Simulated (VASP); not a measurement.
The system is Mg.

```
Mg
1.0
     0.00000    2.24426    2.24426
     2.24426    0.00000    2.24426
     2.24426    2.24426    0.00000
Mg
1
Direct
  0.00000 0.00000 0.00000
```

Program: VASP 6.6.1. Alike in all runs: task single point; potentials or basis VASP PAW PBE potentials, release 64 (Mg); cell as given; k mesh 10 × 10 × 10; cutoff (eV) 520.

Q: Order these runs on this cell by their pressure, lowest first.
A. level RPBE+D3(BJ); spin off; smearing gaussian 0.15 eV
B. level RPBE; spin off; smearing gaussian 0.1 eV
C. level revPBE+D3(BJ); spin non-collinear, zero start, SOC; smearing methfessel-paxton 0.1 eV
D. level r2SCAN; spin collinear, ferromagnetic start; smearing methfessel-paxton 0.1 eV

A: A (-12.5 GPa), C (-2.2 GPa), D (0.0 GPa), B (1.8 GPa).

Caveats: the PAW data sets were made with another functional, which shifts forces and pressure a little; pairwise dispersion overbinds metals, which lowers pressure and volume (some runs).
